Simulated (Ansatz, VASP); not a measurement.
**PbO: VASP beside Ansatz**

File INCAR:

```
  PREC = Accurate
  ENCUT = 520
  EDIFF = 1E-6
  ISMEAR = 0
  SIGMA = 0.05
  LREAL = F
  LASPH = T
  NELM = 100
  ALGO = Normal
  ISIF = 2
  LWAVE = F
  LCHARG = F
  GGA = PE
  NBANDS = 28
```

Contents of KPOINTS:

```
Automatic mesh
0
Gamma
  8 8 6
```

File POSCAR:

```
PbO
1.0
    3.8551680000      0.0000000000      0.0000000000
    0.0000000000      3.8551680000      0.0000000000
    0.0000000000      0.0000000000      4.9466700000
Pb O
2 2
Direct
    0.0000000000      0.5000000000      0.2351000000
    0.5000000000      0.0000000000      0.7649000000
    0.0000000000      0.0000000000      0.0000000000
    0.5000000000      0.5000000000      0.0000000000
```

Input for Ansatz:

```yaml
crystal:
  lattice:
    - [3.855168, 0.0, 0.0]
    - [0.0, 3.855168, 0.0]
    - [0.0, 0.0, 4.94667]
  atoms:
    - { symbol: Pb, position: [0.0, 0.5, 0.2351] }
    - { symbol: Pb, position: [0.5, 0.0, 0.7649] }
    - { symbol: O, position: [0.0, 0.0, 0.0] }
    - { symbol: O, position: [0.5, 0.5, 0.0] }
basis:
  ecutwfc: 420
kpoints:
  mp_grid: { grid: [8, 8, 6] }
hamiltonian:
  xc: pbe
scf:
  occupations: { method: gaussian, width: 0.05 }
output:
  forces: true
  stress: true
  eigenvalues: true
```

Change from the starting cell: strain -0.030 along x and y, -0.015 along z, atoms carried along.

Alike in both runs: task single point; functional PBE; k mesh 8 × 8 × 6; occupations gaussian, width 0.05 eV; no spin polarisation.

|  | VASP | Ansatz |
| --- | --- | --- |
| version | VASP 6.6.1 | Ansatz 0.2.0 |
| potentials or method | VASP PAW PBE potentials, release 64 (Pb_d, O), cutoff 520 eV | scalar-relativistic, plane waves, PAW |
| valence electrons in the cell | 40 | 40 |

Ansatz gave:

| Property | Result |
| --- | --- |
| gap on the k mesh at the Fermi level (eV) | 1.05 |
| least direct gap on the mesh (eV) | 2.47 |
| pressure (GPa) | 13.5 |
| traceless stress, the component that is largest in VASP (GPa) | -2.14 |
| rms of the force components (eV/Å) | 0.651 |

Which values does VASP return?

gap on the k mesh at the Fermi level (eV): 1.06; least direct gap on the mesh (eV): 2.45; pressure (GPa): 13.6; traceless stress, the component that is largest in VASP (GPa): -2.16; rms of the force components (eV/Å): 0.674.

Atom by atom the forces differ by 0.023 eV/Å (rms over components). The functional is the same, so the differences come from potentials, cutoffs and numerics.

Neither program's run includes spin-orbit coupling.
